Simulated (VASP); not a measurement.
Wanted: the native input for a VASP 6.6.1 run.

```yaml
Task: relaxation of the atoms
Functional: PBEsol
Potentials_or_basis: VASP PAW PBE potentials, release 64 (Cd, Te)
Cutoff: 520 eV
k_mesh: 6 × 4 × 6
Occupations: gaussian, width 0.02 eV
Spin: no spin polarisation
Dipole_correction: no
Further_INCAR_settings: ALGO = Normal; EDIFF = 1e-07; IBRION = 2; EDIFFG = -0.005; NSW = 80
```

The structure of CdTe (a) lies in POSCAR:

```
CdTe
1.0
    4.5885210561      0.0000000000      0.0000000000
    0.0000000000      6.4891487088      0.0000000000
    0.0000000000      0.0000000000      4.5885210561
Cd Te
2 2
Direct
    0.0000000000      0.0000000000      0.0000000000
    0.5000000000      0.5000000000      0.5000000000
    0.0000000000      0.2500000000      0.5000000000
    0.5000000000      0.7500000000      0.0000000000
```

The input as run:

INCAR

```
SYSTEM = CdTe
PREC = Accurate
ENCUT = 520
EDIFF = 1E-7
ISMEAR = 0
SIGMA = 0.02
LREAL = .False.
LASPH = .True.
NELM = 100
ALGO = Normal
ISIF = 2
LWAVE = .False.
LCHARG = .False.
GGA = PS
IBRION = 2
NSW = 80
EDIFFG = -0.005
```

KPOINTS

```
regular mesh
0
Gamma
  6 4 6
  0 0 0
```

Potentials or basis: VASP PAW PBE potentials, release 64 (Cd, Te).

Command:

```bash
$ cat potpaw_PBE.64/Cd/POTCAR potpaw_PBE.64/Te/POTCAR > POTCAR
$ mpirun -np 1 vasp_std > vasp.out
```

Results of the run:

The pressure after relaxing is 0.2 GPa and the band gap on the k mesh is 0.65 eV.

Caveat: the relaxation stopped at its first step, so nothing moved; the PAW data sets were made with another functional, which shifts forces and pressure a little; spin-orbit coupling is left out, which moves the levels of the heavy elements.

It took 64 s on 1 thread of Intel(R) Xeon(R) Platinum 8259CL CPU @ 2.50GHz (Skylake/Cascade Lake), with other jobs on the host, peak memory 0.28 GiB.
